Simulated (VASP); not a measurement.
# AlNi in VASP: notebook

The runs below take AlNi through single point, relaxation of cell and atoms, with r2SCAN.

Program: VASP 6.6.1. These are calculated values, not measurements. Logs are shortened: lines on timing, memory, paths and dates and some standing lists are left out, and cuts for length are marked.

### 1 The cell of the first run

It takes space group Cmmm (No. 65, orthorhombic). The conventional cell has a = 3.877 Å, b = 3.906 Å, c = 3.099 Å, α = 90.00°, β = 90.00°, γ = 90.00°. Within 3.3 Å of Al (site symmetry mmm) lie 8 Ni at 2.48 to 2.49 Å and 6 Al at 2.75 to 3.10 Å. Within 3.3 Å of Ni (site symmetry mmm) lie 8 Al at 2.48 to 2.49 Å and 6 Ni at 2.75 to 3.10 Å.

### 2 Single point, r2SCAN

The input, POSCAR:

```
AlNi
1.0
    1.9386940000     -1.9531901500      0.0000000000
    1.9386940000      1.9531901500      0.0000000000
    0.0000000000      0.0000000000      3.0994300413
Al Ni
1 1
Direct
    0.0000000000      0.0000000000      0.0000000000
    0.5000000000      0.5000000000      0.5000000000
```

The input, INCAR.step1:

```
SYSTEM = AlNi
  PREC = Accurate
  ENCUT = 760
  ISMEAR = 0
  SIGMA = 0.1
  LREAL = .False.
  LASPH = .True.
  NELM = 120
  NBANDS = 18
  GGA = PE
  ALGO = Normal
  EDIFF = 1E-5
  LWAVE = .True.
  LCHARG = .False.
  GGA_COMPAT = .False.
```

The input, INCAR.step2:

```
SYSTEM = AlNi
  PREC = Accurate
  ENCUT = 760
  EDIFF = 1E-6
  ISMEAR = 0
  SIGMA = 0.1
  LREAL = .False.
  LASPH = .True.
  NELM = 120
  ALGO = Normal
  ISIF = 2
  LWAVE = .False.
  LCHARG = .False.
  METAGGA = R2SCAN
  LMIXTAU = .True.
  NBANDS = 18
  ISTART = 1
  GGA_COMPAT = .False.
```

The input, KPOINTS:

```
Automatic mesh
0
Gamma
  1 1 1
  0 0 0
```

Potentials or basis: VASP PAW PBE potentials, release 64 (Al, Ni_sv_GW).

Started as:

```
> cat potpaw_PBE.64/Al/POTCAR potpaw_PBE.64/Ni_sv_GW/POTCAR > POTCAR
> cp INCAR.step1 INCAR
> mpirun -np 1 vasp_gam > vasp.out
> cp INCAR.step2 INCAR
> mpirun -np 1 vasp_gam > vasp.out
```

OUTCAR:

```text
SYSTEM = AlNi
   PREC = Accurate
   ENCUT = 760
   EDIFF = 1E-6
   ISMEAR = 0
   LREAL = .False.
   LASPH = .True.
   NELM = 120
   ISIF = 2
   METAGGA = R2SCAN
   ISTART = 1

 ion  position               nearest neighbor table
   1  0.000  0.000  0.000-   2 2.48   2 2.48   2 2.48   2 2.48   2 2.49   2 2.49   2 2.49   2 2.49

   2  0.500  0.500  0.500-   1 2.48   1 2.48   1 2.48   1 2.48   1 2.49   1 2.49   1 2.49   1 2.49

  LATTYP: Found a base centered orthorhombic cell.
 ALAT       =     3.8773880000
 B/A-ratio  =     1.0074772759
 C/A-ratio  =     0.7993603017

  Lattice vectors:

 A1 = (   1.9386940000,  -1.9531901500,   0.0000000000)
 A2 = (   1.9386940000,   1.9531901500,   0.0000000000)
 A3 = (   0.0000000000,   0.0000000000,   3.0994300413)

Analysis of symmetry for initial positions (statically):
=====================================================================
 Subroutine PRICEL returns:
 Original cell was already a primitive cell.

 Routine SETGRP: Setting up the symmetry group for a
 base centered orthorhombic supercell.

 Subroutine GETGRP returns: Found  8 space group operations
 (whereof  8 operations were pure point group operations)
 out of a pool of  8 trial point group operations.

The static configuration has the point symmetry D_2h.

Analysis of symmetry for dynamics (positions and initial velocities):
=====================================================================
 Subroutine PRICEL returns:
 Original cell was already a primitive cell.

 Routine SETGRP: Setting up the symmetry group for a
 base centered orthorhombic supercell.

 Subroutine GETGRP returns: Found  8 space group operations
 (whereof  8 operations were pure point group operations)
 out of a pool of  8 trial point group operations.

The dynamic configuration has the point symmetry D_2h.

 Subroutine INISYM returns: Found  8 space group operations
 (whereof  8 operations are pure point group operations),
 and found     1 'primitive' translations

----------------------------------------------------------------------------------------

                                     Primitive cell

  volume of cell :      23.4728

  direct lattice vectors                    reciprocal lattice vectors
     1.938694000 -1.953190150  0.000000000     0.257905580 -0.255991461  0.000000000
     1.938694000  1.953190150  0.000000000     0.257905580  0.255991461  0.000000000
     0.000000000  0.000000000  3.099430041     0.000000000  0.000000000  0.322639965

  length of vectors
     2.751996764  2.751996764  3.099430041     0.363382603  0.363382603  0.322639965

  position of ions in fractional coordinates (direct lattice)
     0.000000000  0.000000000  0.000000000
     0.500000000  0.500000000  0.500000000

  ion indices of the primitive-cell ions
   primitive index   ion index
                 1           1
                 2           2

----------------------------------------------------------------------------------------

 KPOINTS: Automatic mesh

Automatic generation of k-mesh.
 Grid dimensions read from file:
 generate k-points for:    1    1    1

 Generating k-lattice:

  Cartesian coordinates                     Fractional coordinates (reciprocal lattice)
     0.257905580 -0.255991461  0.000000000     1.000000000  0.000000000  0.000000000
     0.257905580  0.255991461  0.000000000     0.000000000  1.000000000  0.000000000
     0.000000000  0.000000000  0.322639965     0.000000000  0.000000000  1.000000000

  Length of vectors
     0.363382603  0.363382603  0.322639965

  Shift w.r.t. Gamma in fractional coordinates (k-lattice)
     0.000000000  0.000000000  0.000000000

 Subroutine IBZKPT returns following result:
 ===========================================

 Found      1 irreducible k-points:

 Following reciprocal coordinates:
            Coordinates               Weight
  0.000000  0.000000  0.000000      1.000000
   k-points           NKPTS =      1   k-points in BZ     NKDIM =      1   number of bands    NBANDS=     18
   number of dos      NEDOS =    301   number of ions     NIONS =      2
   total plane-waves  NPLWV =  21952
   dimension x,y,z NGX =    28 NGY =   28 NGZ =   28
   dimension x,y,z NGXF=    56 NGYF=   56 NGZF=   56
   ions per type =               1   1
   NGX,Y,Z   is equivalent  to a cutoff of  16.91, 16.91, 15.02 a.u.
   NGXF,Y,Z  is equivalent  to a cutoff of  33.83, 33.83, 30.04 a.u.
 SYSTEM =  AlNi
   PREC   = accura    normal or accurate (medium, high low for compatibility)
   ISTART =      1    job   : 0-new  1-cont  2-samecut
   ICHARG =      0    charge: 1-file 2-atom 10-const
   ISPIN  =      1    spin polarized calculation?
   LNONCOLLINEAR =      F non collinear calculations
   LSORBIT =      F    spin-orbit coupling
   LASPH  =      T    aspherical Exc in radial PAW
   ENCUT  =  760.0 eV  55.86 Ry    7.47 a.u.   6.19  6.19  6.97*2*pi/ulx,y,z
   NELM   =    120;   NELMIN=  2; NELMDL=  0     # of ELM steps
   EDIFF  = 0.1E-05   stopping-criterion for ELM
   LREAL  =      F    real-space projection
   EDIFFG = 0.1E-04   stopping-criterion for IOM
   NSW    =      0    number of steps for IOM
   IBRION =     -1    ionic relax: 0-MD 1-quasi-New 2-CG
   NFREE  =      0    steps in history (QN), initial steepest desc. (CG)
   ISIF   =      2    stress and relaxation
   ISYM   =      2    0-nonsym 1-usesym 2-fastsym
   POTIM  = 0.5000    time-step for ionic-motion
   TEBEG  =    0.0;   TEEND  =   0.0 temperature during run
   PSTRESS=    0.0 pullay stress
   NELECT =      21.0000    total number of electrons
   NUPDOWN=      -1.0000    fix difference up-down
   EMIN   =  10.00;   EMAX   =-10.00  energy-range for DOS
   EFERMI =   0.00;   METHOD = LEGACY
   ISMEAR =     0;   SIGMA  =   0.10  broadening in eV -4-tet -1-fermi 0-gaus
   EFERMI_NEDOS =   21; number of points for ismear=-14 and -15
   IALGO  =     38    algorithm
   IMIX   =      4    mixing-type and parameters
     AMIX     =   0.40;   BMIX     =  1.00
     AMIX_MAG =   1.60;   BMIX_MAG =  1.00
  volume/ion in A,a.u.               =      11.74        79.20
  Fermi-wavevector in a.u.,A,eV,Ry     =   1.577464  2.980974 33.856627  2.488392
  Thomas-Fermi vector in A             =   2.678142
   LORBIT       =      0    0 simple, 1 ext, 2 COOP (PROOUT), +10 PAW based schemes
   METAGGA = R2SCAN    functional components
   LHFCALC =     F    Hartree Fock is set to
   AEXX    =    0.0000 exact exchange contribution
   IVDW    =     0    specifies the selected vdW correction
   LEPSILON=     F    determine dielectric tensor
   LRPA    =     F    only Hartree local field effects (RPA)
 non-spin polarized calculation
 Gauss-broadening in eV      SIGMA  =   0.10
  energy-cutoff  :      760.00
  volume of cell :       23.47
 maximum number of plane-waves:       559
 NGX is ok and might be reduce to    28
   NGX = 13   NGY = 13   NGZ = 13

 number of electron      20.9999999 magnetization

 Free energy of the ion-electron system (eV)
  ---------------------------------------------------
  ext. energy  EPLUGINS =         0.00000000
  ---------------------------------------------------
  free energy    TOTEN  =       -20.66072920 eV

  energy without entropy =      -20.60431024  energy(sigma->0) =      -20.63251972

 E-fermi :  12.3604     XC(G=0): -13.2060

 val. band max:       12.3603955559   @ k =   0.0000   0.0000   0.0000
 cond. band min:      17.0029313341   @ k =   0.0000   0.0000   0.0000
 fundamental gap:      4.6425357782
 Fermi energy:        12.3603955559

 k-point     1 :       0.0000    0.0000    0.0000
  band No.  band energies     occupation
      1     -94.8447      2.00000
      2     -54.0405      2.00000
      3     -53.7693      2.00000
      4     -53.7493      2.00000
      5      -2.4209      2.00000
      6       7.5019      2.00000
[... 10 lines left out ...]
     17      30.7304      0.00000
     18      30.7321      0.00000

------------------------ aborting loop because EDIFF is reached ----------------------------------------

  FORCE on cell =-STRESS in cart. coord.  units (eV):
  Direction    XX          YY          ZZ          XY          YZ          ZX
  --------------------------------------------------------------------------------------
  -------------------------------------------------------------------------------------
  Total       -9.8390666     -9.7992022     18.2449468     -0.0000000      0.0000000      0.0000000
  in kB     -671.5817044   -668.8606947   1245.3389143     -0.0000000      0.0000000      0.0000000
  external PRESSURE =     -31.7011616 kB  Pullay stress =       0.0000000 kB

 VOLUME and BASIS-vectors are now :
 -----------------------------------------------------------------------------
  energy-cutoff  :      760.00
  volume of cell :       23.47
      direct lattice vectors                 reciprocal lattice vectors
     1.938694000 -1.953190150  0.000000000     0.257905580 -0.255991461  0.000000000
     1.938694000  1.953190150  0.000000000     0.257905580  0.255991461  0.000000000
     0.000000000  0.000000000  3.099430041     0.000000000  0.000000000  0.322639965

 POSITION                                       TOTAL-FORCE (eV/Angst)
 -----------------------------------------------------------------------------------
      0.00000      0.00000      0.00000         0.000000      0.000000      0.000000
      1.93869      0.00000      1.54972         0.000000     -0.000000      0.000000
 -----------------------------------------------------------------------------------
    total drift:                                0.000000      0.000000      0.000000

  FREE ENERGIE OF THE ION-ELECTRON SYSTEM (eV)
  ---------------------------------------------------
  free  energy   TOTEN  =       -20.6607291974 eV

  energy  without entropy=      -20.6043102390  energy(sigma->0) =      -20.63251972
```

Run time: 7.9 s. Hardware: 1 thread of AMD EPYC 9R45 (Zen 5), shared host; peak memory 0.14 GiB.

Results:

| Quantity | Value |
| --- | --- |
| Free energy | -20.6607 eV |
| Pressure | -3.2 GPa |
| Band gap on the k mesh | zero (an odd number of electrons rules out a gap without spin polarisation) |

Levels at points of the mesh, in eV from the Fermi level:
| k point | band 6 | band 7 | band 8 | band 9 | band 10 | band 11 | band 12 | band 13 | band 14 | band 15 |
| --- | --- | --- | --- | --- | --- | --- | --- | --- | --- | --- |
| (0.00, 0.00, 0.00) | -4.86 | -4.41 | -2.57 | -2.54 | -2.01 | 0.00 | 4.64 | 4.69 | 5.38 | 6.18 |

Caveat: the k points lie up to 2.28 Å⁻¹ apart, too coarse for converged energies and pressures of a metal; the PAW data sets were made with another functional, which shifts forces and pressure a little. Spin polarisation is off, so any magnetic state and its effect on volume and gap are missing.

(Part 1 of 2 ends here.)

The gap in the log of VASP goes by the Fermi energy; the results here count the filled bands.